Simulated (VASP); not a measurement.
Input of a VASP 6.6.1 run:

File INCAR:

```
SYSTEM = NbN
  PREC = Accurate
  ENCUT = 520
  EDIFF = 1E-8
  ISMEAR = -1
  SIGMA = 0.08
  LREAL = .False.
  LASPH = .True.
  NELM = 120
  ALGO = Normal
  ISIF = 2
  LWAVE = .False.
  LCHARG = .False.
  GGA = PS
  LEFG = .True.
  NBANDS = 16
  GGA_COMPAT = .False.
```

KPOINTS

```
regular mesh
0
Gamma
  14 14 14
  0 0 0
```

File POSCAR:

```
NbN
1.0
    0.0000000000      2.2090335361      2.2090335361
    2.2090335361      0.0000000000      2.2090335361
    2.2090335361      2.2090335361      0.0000000000
Nb N
1 1
Direct
    0.5000000000      0.5000000000      0.5000000000
    0.0000000000      0.0000000000      0.0000000000
```

Potentials or basis: VASP PAW PBE potentials, release 64 (Nb_sv, N).

Run with:

```sh
$ cat potpaw_PBE.64/Nb_sv/POTCAR potpaw_PBE.64/N/POTCAR > POTCAR
$ mpirun -np 1 vasp_std > vasp.out
```

**Question.** Estimate the pressure.

**Answer.** -8.5 GPa.

**Question.** Predict the band gap on the k mesh.

**Answer.** Zero (band 9 reaches 15.05 eV, above the bottom of band 10 at 11.61 eV).

Caveat: without QUAD_EFG the Cq values of the log hold for a quadrupole moment of 1 mb, not for the nuclei; the PAW data sets were made with another functional, which shifts forces and pressure a little.
